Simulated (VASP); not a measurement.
Crystal: Sc4Te.

```xyz
5
Lattice="5.0401 0.0000 0.0000 -2.5201 4.3649 0.0000 0.0000 0.0000 5.4737" Properties=species:S:1:pos:R:3 pbc="T T T"
Sc    0.0000    0.0000    2.7368
Sc    2.5201    0.0000    0.0000
Sc   -1.2600    2.1824    0.0000
Sc    1.2600    2.1824    0.0000
Te    0.0000    0.0000    0.0000
```

```yaml
Program: VASP 6.6.1
Task: relaxation of cell and atoms
Functional: PBE
Potentials_or_basis: VASP PAW PBE potentials, release 64 (Sc_sv, Te)
Cutoff: 600 eV
k_mesh: 6 × 6 × 4
Occupations: gaussian, width 0.1 eV
Spin: no spin polarisation
```

At the start: pressure 27.5 GPa; volume 24.08 Å³/atom.

Task: Where does the relaxation end?

Result: Over 7 steps the energy falls by 890.4 meV/atom and the volume is 33.35 Å³/atom (+38.5 %); space group P6/mmm (No. 191, to 0.05 Å).

Step by step:
```tsv
step	energy change (eV)	largest force (eV/Å)	pressure (GPa)	volume (Å³)
1	0.0000	0.0000	27.49	120.42
2	-3.7458	0.0000	-4.73	203.42
3	-4.4248	0.0000	-0.09	167.81
4	-4.4292	0.0000	-0.80	171.21
5	-4.4301	0.0000	-0.58	170.11
6	-4.4510	0.0000	-0.06	167.38
7	-4.4518	0.0000	0.07	166.75
```

Final structure:
```
Sc Te
1.0
     5.98669    0.00000    0.00000
    -2.99335    5.18463    0.00000
     0.00000    0.00000    5.37244
Sc Te
4 1
Cartesian
  -2.9933 5.1846 2.6862
  0.0000 5.1846 5.3724
  -1.4967 2.5923 5.3724
  1.4967 2.5923 0.0000
  -2.9933 5.1846 5.3724
```

Caveat: the volume moved by over 15 % at a fixed basis, so the end points are rough.
